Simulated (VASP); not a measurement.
# TiAl3 (Pm-3m) in VASP: notebook, part 2 of 2

VASP 6.6.1. Earlier steps stand in the parts before.

### 3 Single point, PBEsol (strained)

The input, INCAR:

```
SYSTEM = TiAl3
PREC = Accurate ; ENCUT = 520
EDIFF = 1E-6 ; ISMEAR = 0
SIGMA = 0.1 ; LREAL = .False.
LASPH = .True. ; NELM = 100
ALGO = Normal ; ISIF = 2
LWAVE = .False. ; LCHARG = .False.
GGA = PS ; NBANDS = 18
```

The input, KPOINTS:

```
Automatic mesh
0
Gamma
  10 10 10
  0 0 0
```

The input, POSCAR:

```
TiAl3
1.0
    3.9652835311      0.0000000000      0.0000000000
    0.0000000000      3.9652835311      0.0000000000
    0.0000000000      0.0000000000      3.9652835311
Ti Al
1 3
Direct
    0.0000000000      0.0000000000      0.0000000000
    0.5000000000      0.5000000000      0.0000000000
    0.5000000000      0.0000000000      0.5000000000
    0.0000000000      0.5000000000      0.5000000000
```

Potentials or basis: VASP PAW PBE potentials, release 64 (Ti_sv, Al).

Launch:

```bash
$ cat potpaw_PBE.64/Ti_sv/POTCAR potpaw_PBE.64/Al/POTCAR > POTCAR
$ mpirun -np 1 vasp_std > vasp.out
```

OUTCAR:

```text
SYSTEM = TiAl3
   PREC = Accurate
   ENCUT = 520
   EDIFF = 1E-6
   ISMEAR = 0
   LREAL = .False.
   LASPH = .True.
   NELM = 100
   ISIF = 2
   GGA = PS

 ion  position               nearest neighbor table
   1  0.000  0.000  0.000-   2 2.80   3 2.80   4 2.80   3 2.80   4 2.80   2 2.80   4 2.80   4 2.80
                             2 2.80   3 2.80   3 2.80   2 2.80
   2  0.500  0.500  0.000-   1 2.80   3 2.80   4 2.80   3 2.80   4 2.80   1 2.80   3 2.80   3 2.80
                             1 2.80   4 2.80   4 2.80   1 2.80
   3  0.500  0.000  0.500-   1 2.80   2 2.80   4 2.80   1 2.80   2 2.80   2 2.80   4 2.80   2 2.80
                             1 2.80   4 2.80   1 2.80   4 2.80
   4  0.000  0.500  0.500-   1 2.80   2 2.80   3 2.80   1 2.80   2 2.80   1 2.80   3 2.80   1 2.80
                             2 2.80   3 2.80   2 2.80   3 2.80

  LATTYP: Found a simple cubic cell.
 ALAT       =     3.9652835311

  Lattice vectors:

 A1 = (   3.9652835311,   0.0000000000,   0.0000000000)
 A2 = (   0.0000000000,   3.9652835311,   0.0000000000)
 A3 = (   0.0000000000,   0.0000000000,   3.9652835311)

Analysis of symmetry for initial positions (statically):
=====================================================================
 Subroutine PRICEL returns:
 Original cell was already a primitive cell.

 Routine SETGRP: Setting up the symmetry group for a
 simple cubic supercell.

 Subroutine GETGRP returns: Found 48 space group operations
 (whereof 48 operations were pure point group operations)
 out of a pool of 48 trial point group operations.

The static configuration has the point symmetry O_h .

Analysis of symmetry for dynamics (positions and initial velocities):
=====================================================================
 Subroutine PRICEL returns:
 Original cell was already a primitive cell.

 Routine SETGRP: Setting up the symmetry group for a
 simple cubic supercell.

 Subroutine GETGRP returns: Found 48 space group operations
 (whereof 48 operations were pure point group operations)
 out of a pool of 48 trial point group operations.

The dynamic configuration has the point symmetry O_h .

 Subroutine INISYM returns: Found 48 space group operations
 (whereof 48 operations are pure point group operations),
 and found     1 'primitive' translations

----------------------------------------------------------------------------------------

                                     Primitive cell

  volume of cell :      62.3480

  direct lattice vectors                    reciprocal lattice vectors
     3.965283531  0.000000000  0.000000000     0.252188776  0.000000000  0.000000000
     0.000000000  3.965283531  0.000000000     0.000000000  0.252188776  0.000000000
     0.000000000  0.000000000  3.965283531     0.000000000  0.000000000  0.252188776

  length of vectors
     3.965283531  3.965283531  3.965283531     0.252188776  0.252188776  0.252188776

  position of ions in fractional coordinates (direct lattice)
     0.000000000  0.000000000  0.000000000
     0.500000000  0.500000000  0.000000000
     0.500000000  0.000000000  0.500000000
     0.000000000  0.500000000  0.500000000

  ion indices of the primitive-cell ions
   primitive index   ion index
                 1           1
                 2           2
                 3           3
                 4           4

[... 30 lines left out ...]
  0.200000  0.000000  0.000000      6.000000
  0.300000  0.000000  0.000000      6.000000
  0.400000  0.000000  0.000000      6.000000
  0.500000  0.000000  0.000000      3.000000
[... 16 lines left out ...]
  0.200000  0.100000  0.100000     24.000000
  0.300000  0.100000  0.100000     24.000000
 [... further k-points ...]
   k-points           NKPTS =     56   k-points in BZ     NKDIM =     56   number of bands    NBANDS=     18
   number of dos      NEDOS =    301   number of ions     NIONS =      4
   total plane-waves  NPLWV =  27000
   dimension x,y,z NGX =    30 NGY =   30 NGZ =   30
   dimension x,y,z NGXF=    60 NGYF=   60 NGZF=   60
   ions per type =               1   3
   NGX,Y,Z   is equivalent  to a cutoff of  12.58, 12.58, 12.58 a.u.
   NGXF,Y,Z  is equivalent  to a cutoff of  25.16, 25.16, 25.16 a.u.
 SYSTEM =  TiAl3
   PREC   = accura    normal or accurate (medium, high low for compatibility)
   ISTART =      0    job   : 0-new  1-cont  2-samecut
   ICHARG =      2    charge: 1-file 2-atom 10-const
   ISPIN  =      1    spin polarized calculation?
   LNONCOLLINEAR =      F non collinear calculations
   LSORBIT =      F    spin-orbit coupling
   LASPH  =      T    aspherical Exc in radial PAW
   ENCUT  =  520.0 eV  38.22 Ry    6.18 a.u.   7.37  7.37  7.37*2*pi/ulx,y,z
   NELM   =    100;   NELMIN=  2; NELMDL= -5     # of ELM steps
   EDIFF  = 0.1E-05   stopping-criterion for ELM
   LREAL  =      F    real-space projection
   EDIFFG = 0.1E-04   stopping-criterion for IOM
   NSW    =      0    number of steps for IOM
   IBRION =     -1    ionic relax: 0-MD 1-quasi-New 2-CG
   NFREE  =      0    steps in history (QN), initial steepest desc. (CG)
   ISIF   =      2    stress and relaxation
   ISYM   =      2    0-nonsym 1-usesym 2-fastsym
   POTIM  = 0.5000    time-step for ionic-motion
   TEBEG  =    0.0;   TEEND  =   0.0 temperature during run
   PSTRESS=    0.0 pullay stress
   NELECT =      21.0000    total number of electrons
   NUPDOWN=      -1.0000    fix difference up-down
   EMIN   =  10.00;   EMAX   =-10.00  energy-range for DOS
   EFERMI =   0.00;   METHOD = LEGACY
   ISMEAR =     0;   SIGMA  =   0.10  broadening in eV -4-tet -1-fermi 0-gaus
   EFERMI_NEDOS =   21; number of points for ismear=-14 and -15
   IALGO  =     38    algorithm
   IMIX   =      4    mixing-type and parameters
     AMIX     =   0.40;   BMIX     =  1.00
     AMIX_MAG =   1.60;   BMIX_MAG =  1.00
  volume/ion in A,a.u.               =      15.59       105.19
  Fermi-wavevector in a.u.,A,eV,Ry     =   1.139044  2.152480 17.652475  1.297420
  Thomas-Fermi vector in A             =   2.275747
   LORBIT       =      0    0 simple, 1 ext, 2 COOP (PROOUT), +10 PAW based schemes
   GGA     = PS    functional components
   LHFCALC =     F    Hartree Fock is set to
   AEXX    =    0.0000 exact exchange contribution
   IVDW    =     0    specifies the selected vdW correction
   LEPSILON=     F    determine dielectric tensor
   LRPA    =     F    only Hartree local field effects (RPA)
 non-spin polarized calculation
 Gauss-broadening in eV      SIGMA  =   0.10
  energy-cutoff  :      520.00
  volume of cell :       62.35
 maximum number of plane-waves:      1743
 NGX is ok and might be reduce to    30
   NGX = 15   NGY = 15   NGZ = 15

 number of electron      20.9999997 magnetization

 Free energy of the ion-electron system (eV)
  ---------------------------------------------------
  ext. energy  EPLUGINS =         0.00000000
  ---------------------------------------------------
  free energy    TOTEN  =       -22.12397578 eV

  energy without entropy =      -22.11296120  energy(sigma->0) =      -22.11846849

 E-fermi :   8.9918     XC(G=0): -10.8851

 val. band max:        8.9797745707   @ k =   0.4000   0.4000   0.1000
 cond. band min:       9.0211741948   @ k =   0.2000   0.1000   0.0000
 fundamental gap:      0.0413996240
 Fermi energy:         8.9917548383

 k-point     1 :       0.0000    0.0000    0.0000
  band No.  band energies     occupation
      1     -47.7635      2.00000
      2     -24.1685      2.00000
      3     -24.1685      2.00000
      4     -24.1685      2.00000
      5      -1.8116      2.00000
      6       5.8745      2.00000
[... 481 lines left out ...]
      5      -0.7734      2.00000
      6       2.9099      2.00000
[... 10 lines left out ...]
     17      13.1844      0.00000
     18      14.4975      0.00000

 [... further k-points ...]

------------------------ aborting loop because EDIFF is reached ----------------------------------------

  FORCE on cell =-STRESS in cart. coord.  units (eV):
  Direction    XX          YY          ZZ          XY          YZ          ZX
  --------------------------------------------------------------------------------------
  -------------------------------------------------------------------------------------
  Total       -0.5494801     -0.5494801     -0.5494801      0.0000000     -0.0000000     -0.0000000
  in kB      -14.1201667    -14.1201667    -14.1201667      0.0000000     -0.0000000     -0.0000000
  external PRESSURE =     -14.1201667 kB  Pullay stress =       0.0000000 kB

 VOLUME and BASIS-vectors are now :
 -----------------------------------------------------------------------------
  energy-cutoff  :      520.00
  volume of cell :       62.35
      direct lattice vectors                 reciprocal lattice vectors
     3.965283531  0.000000000  0.000000000     0.252188776  0.000000000  0.000000000
     0.000000000  3.965283531  0.000000000     0.000000000  0.252188776  0.000000000
     0.000000000  0.000000000  3.965283531     0.000000000  0.000000000  0.252188776

 POSITION                                       TOTAL-FORCE (eV/Angst)
 -----------------------------------------------------------------------------------
      0.00000      0.00000      0.00000         0.000000      0.000000      0.000000
      1.98264      1.98264      0.00000         0.000000      0.000000      0.000000
      1.98264      0.00000      1.98264         0.000000      0.000000      0.000000
      0.00000      1.98264      1.98264         0.000000      0.000000      0.000000
 -----------------------------------------------------------------------------------
    total drift:                                0.000000     -0.000000      0.000000

  FREE ENERGIE OF THE ION-ELECTRON SYSTEM (eV)
  ---------------------------------------------------
  free  energy   TOTEN  =       -22.1239757835 eV

  energy  without entropy=      -22.1129611963  energy(sigma->0) =      -22.11846849
```

OSZICAR:

```text
N       E                     dE             d eps       ncg     rms          rms(c)
DAV:   1     0.122254694475E+03    0.12225E+03   -0.91820E+03  2016   0.108E+03
DAV:   2    -0.158087333924E+02   -0.13806E+03   -0.13465E+03  2100   0.285E+02
DAV:   3    -0.240010673888E+02   -0.81923E+01   -0.80695E+01  3074   0.651E+01
DAV:   4    -0.242413838072E+02   -0.24032E+00   -0.23958E+00  2552   0.102E+01
DAV:   5    -0.242496513051E+02   -0.82675E-02   -0.82658E-02  3016   0.185E+00    0.115E+01
DAV:   6    -0.231542417096E+02    0.10954E+01   -0.25410E+01  2774   0.360E+01    0.795E+00
DAV:   7    -0.222244161346E+02    0.92983E+00   -0.11296E+01  2546   0.225E+01    0.343E+00
DAV:   8    -0.221860410709E+02    0.38375E-01   -0.14961E+00  2598   0.887E+00    0.191E+00
DAV:   9    -0.221238430259E+02    0.62198E-01   -0.43664E-01  2616   0.471E+00    0.274E-01
DAV:  10    -0.221262228871E+02   -0.23799E-02   -0.13449E-02  2664   0.756E-01    0.358E-01
DAV:  11    -0.221240585537E+02    0.21643E-02   -0.75598E-03  2816   0.558E-01    0.888E-02
DAV:  12    -0.221239756361E+02    0.82918E-04   -0.63258E-04  2748   0.168E-01    0.416E-02
DAV:  13    -0.221239757835E+02   -0.14738E-06   -0.73132E-06  2234   0.216E-02
   1 F= -.22123976E+02 E0= -.22118468E+02  d E =-.110146E-01
```

Wall time 48 s (1 thread of Intel Xeon 6975P-C, shared host); peak memory 0.21 GiB.

What came out:

* Free energy: -22.1240 eV
* Pressure: -1.4 GPa

Levels at points of the mesh, in eV from the Fermi level:
```tsv
k point	band 6	band 7	band 8	band 9	band 10	band 11	band 12	band 13	band 14	band 15
(0.00, 0.00, 0.00)	-3.12	-3.12	-2.18	-2.18	-2.18	0.13	0.13	0.13	0.67	4.02
(0.50, 0.00, 0.00)	-8.00	-2.28	-2.28	-2.21	0.37	0.71	0.71	0.91	0.98	1.28
(0.50, 0.50, 0.00)	-6.14	-6.14	-5.05	-1.28	-1.28	0.60	0.83	1.07	1.10	3.52
(0.50, 0.50, 0.50)	-5.17	-5.17	-4.99	-3.52	-3.52	-3.52	0.14	1.16	1.16	2.74
```

Caveat: the cell differs from its parent crystal (strained); the PAW data sets were made with another functional, which shifts forces and pressure a little.
